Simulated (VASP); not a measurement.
The system is CdSe.

```
Cd Se
1.0
     0.00000    3.09841    3.09841
     3.09841    0.00000    3.09841
     3.09841    3.09841    0.00000
Cd Se
1 1
Direct
  0.00000 0.00000 0.00000
  0.25000 0.25000 0.25000
```

Base run:

```yaml
Program: VASP 6.6.1
Functional: PBE
Potentials_or_basis: VASP PAW PBE potentials, release 64 (Cd, Se)
Cutoff: 520 eV
k_mesh: 10 × 10 × 10
Occupations: gaussian, width 0.02 eV
Spin: no spin polarisation
```

Its results: band gap on the k mesh 0.49 eV, direct; pressure 0.2 GPa.

**Question.** The run is repeated on the same cell with these changes: functional from PBE to r2SCAN. What comes out?

**Answer.** Band gap on the k mesh 0.96 eV, direct; pressure -1.3 GPa.

r2SCAN gives the wider gap, since meta-GGAs in the generalised Kohn-Sham scheme recover part of the derivative discontinuity.

Caveats: the PAW data sets were made with another functional, which shifts forces and pressure a little (some runs).

